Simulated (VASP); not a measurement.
Input of a VASP 6.6.1 run:

Contents of INCAR:

```
PREC = Accurate
ENCUT = 520
EDIFF = 1E-6
ISMEAR = -1
SIGMA = 0.02
LREAL = Auto
LASPH = T
NELM = 100
ALGO = Normal
ISIF = 2
LWAVE = F
LCHARG = F
GGA = PE
IVDW = 12
NBANDS = 64
```

The input KPOINTS:

```
Automatic mesh
0
Gamma
  1 1 1
```

File POSCAR:

```
H6C2O
1.0
    7.5290720000      0.0000000000      0.0000000000
    0.0000000000      7.5290720000      0.0000000000
    0.0000000000      0.0000000000      7.5290720000
C O H
8 4 24
Direct
    0.3412904007      0.5817981286      0.7489900482
    0.4300529999      0.5440245491      0.5736696368
    0.9374727722      0.5108597713      0.3224965839
    0.9651654281      0.6648893781      0.1950705213
   -0.0766761163      1.1977173282      0.6777594901
    0.0292864778      1.1970930813      0.8469968145
    0.4776418661     -0.0415190610      0.1244774920
    0.4158547029      0.1481855931      0.2107298217
    0.5975238383      0.4575331462      0.6022920222
    0.9426925390      0.8420958121      0.2712684910
   -0.0224596072      1.0841043890      0.9919150727
    0.3793827446      0.1464589527      0.3997836652
    0.6447275308      0.4470404852      0.7378864221
    0.3427779679      0.4502015653      0.4766722911
    0.4536415643      0.6900452008      0.5373703426
    0.4326429605      0.6567077589      0.8248825353
    0.1923875877      0.6234765719      0.7630820903
    0.3563387360      0.4526587075      0.8416176655
    0.9968692025      0.8536377392      0.3959053652
    1.0847286359      0.6475565647      0.1192311616
    0.8577418306      0.6823948556      0.0818693194
    0.8299562018      0.4133709971      0.2721982204
    1.0680466331      0.4405987883      0.3497110932
    0.9153452112      0.6071000516      0.4258559355
   -0.1456354781      1.0585368290      0.9702125308
    0.1766485963      1.1724021234      0.8234082500
    0.0524500231      1.3449864738      0.9023688444
   -0.0514140388      1.0612728899      0.6466135534
   -0.2089766176      1.2168431913      0.6959556237
   -0.0546016827      1.2944357552      0.5660724190
    0.4890642565      0.1331505397      0.4560721428
    0.5207813128      0.2569772211      0.1897710634
    0.2761163660      0.1681747764      0.1590634277
    0.3921200382     -0.1697154709      0.0947925588
    0.5453925796      0.0059768322     -0.0240667110
    0.6178583496     -0.0814443002      0.1531397229
```

Potentials or basis: VASP PAW PBE potentials, release 64 (C, O, H).

Command:

```console
$ cat potpaw_PBE.64/C/POTCAR potpaw_PBE.64/O/POTCAR potpaw_PBE.64/H/POTCAR > POTCAR
$ mpirun -np 1 vasp_gam > vasp.out
```

Q: Estimate the dispersion energy per atom.

A: -0.033 eV.

Q: What does it give for the band gap on the k mesh?

A: 4.23 eV.

Stress tensor (GPa, compression positive):
```
-2.27 -0.11 -2.05
-0.11 -5.37 -0.46
-2.05 -0.46 -2.77
```

Caveat: the k points lie up to 0.83 Å⁻¹ apart; the atoms stand as in a frame of molecular dynamics.
